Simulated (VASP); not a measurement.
Here is a VASP 6.6.1 calculation.

Contents of INCAR:

```
SYSTEM = H6C2O
ALGO     = Normal         ! electronic algorithm
EDIFF    = 1E-6           ! SCF threshold, eV
ENCUT    = 520            ! plane-wave cutoff, eV
GGA      = PE             ! functional
ISIF     = 2              ! what is computed and relaxed
ISMEAR   = -1             ! smearing method
IVDW     = 12             ! dispersion correction
LASPH    = .TRUE.         ! aspherical terms in the spheres
LCHARG   = .FALSE.        ! write CHGCAR
LREAL    = Auto         
LWAVE    = .FALSE.        ! write WAVECAR
NBANDS   = 64             ! bands
NELM     = 100            ! most SCF steps
PREC     = Accurate       ! precision mode
SIGMA    = 0.02           ! smearing width, eV
```

File KPOINTS:

```
k-points
0
G
  1 1 1
  0 0 0
```

The input POSCAR:

```
H6C2O
1.0
    7.3483620000      0.0000000000      0.0000000000
    0.0000000000      7.3483620000      0.0000000000
    0.0000000000      0.0000000000      7.3483620000
O C H
4 8 24
Direct
    0.9609760651      0.3196902929      0.7815483233
    0.6250372532      0.4142147597      0.2977670398
    0.9999099119      0.7569986345      0.0013200221
    0.8525437370      0.0370830942      0.2695430628
    0.9308196847      0.2385429569      0.6469877233
    0.5057181451      0.3344690967      0.3757572096
    0.8604774778      0.6722722697     -0.0200997175
    0.9893633438      0.0611837033      0.1777811164
    0.4123231817      0.7764451452      0.6354749535
    0.6260851058      0.1210473844      0.9323710509
    0.1937574659      0.4418263553      0.0938304346
   -0.0739484527      0.6954475025      0.4934160837
    0.8672953238      0.3214866116      0.5288389440
    0.9573834278      0.0819774529      0.6321544856
    0.3837998182      0.2911805379      0.2900646430
    0.4846386174      0.3148320673      0.5282946050
    0.8436301859      0.5826740708     -0.1457059410
    0.7462071139      0.6947670787      0.0839915072
    1.0244323837      0.0961574838      0.0310273228
    1.1126289097      0.0622179473      0.2634328576
    0.3753489553      0.9119855554      0.6743271494
    0.3667620076      0.7725122959      0.4927356600
    0.2972090923      0.6867789039      0.6942907821
    0.5468973902      0.7303260237      0.6774707071
    0.5146453046      0.0725467798      1.0047137035
    0.6652775135      0.2609697236      0.9793066809
    0.5982285576      0.1295526813      0.7774929978
    0.7353339424      0.0302924652      0.9695221874
    0.2393730739      0.2974948703      0.0441322842
    0.0549101963      0.4350493348      0.1483459851
    0.1745831248      0.5064530027     -0.0283600617
    0.2907995006      0.5005469246      0.1803122927
    0.0322112601      0.8017977340      0.5017989043
   -0.0419685367      0.6581194557      0.3493159428
   -0.2155446343      0.7464384580      0.4922729719
   -0.0192423835      0.5688478602      0.5685484738
```

Potentials or basis: VASP PAW PBE potentials, release 64 (O, C, H).

Launch:

```sh
$ cat potpaw_PBE.64/O/POTCAR potpaw_PBE.64/C/POTCAR potpaw_PBE.64/H/POTCAR > POTCAR
$ mpirun -np 1 vasp_gam > vasp.out
```

(1) What does it give for the dispersion energy per atom?

(2) Estimate the band gap on the k mesh.

(3) Predict the largest force.

(4) Predict the pressure.

## Answers

(1) -0.040 eV.

(2) 2.98 eV.

(3) 4.510 eV/Å.

(4) 0.7 GPa.

Caveat: the k points lie up to 0.86 Å⁻¹ apart.
